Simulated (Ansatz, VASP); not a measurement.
## MgO in VASP and in Ansatz

```
Mg O
1.0
     3.30779    0.00000    0.00000
    -1.65389    2.86463    0.00000
     0.00000    0.00000    4.98288
Mg O
2 2
Cartesian
  0.2557 2.0589 -0.2194
  1.6539 0.9549 2.5022
  0.0000 1.9098 2.0053
  1.6539 0.9549 4.4968
```

Change from the starting cell: one atom moved.

Alike in both runs: task single point; functional PBEsol; k mesh 9 × 9 × 6; occupations gaussian, width 0.02 eV; no spin polarisation.

|  | VASP | Ansatz |
| --- | --- | --- |
| version | VASP 6.6.1 | Ansatz 0.2.0 |
| potentials or method | VASP PAW PBE potentials, release 64 (Mg, O), cutoff 520 eV | scalar-relativistic, plane waves, PAW |
| valence electrons in the cell | 16 | 32 |

Ansatz gave:

* gap on the k mesh at the Fermi level (eV): 3.08
* least direct gap on the mesh (eV): 3.08
* pressure (GPa): 4.9
* traceless stress, the component that is largest in VASP (GPa): 9.99
* rms of the force components (eV/Å): 1.196

Q: What did VASP give for the same quantities?

A: gap on the k mesh at the Fermi level (eV): 3.08; least direct gap on the mesh (eV): 3.08; pressure (GPa): 4.8; traceless stress, the component that is largest in VASP (GPa): 10.20; rms of the force components (eV/Å): 1.216.

VASP's potentials were made for PBE, not for PBEsol. Atom by atom the forces differ by 0.020 eV/Å (rms over components). The functional is the same, so the differences come from potentials, cutoffs and numerics. VASP's potentials hold 16 valence electrons a cell and Ansatz's 32, so a difference there can come from the potentials and not from the codes.
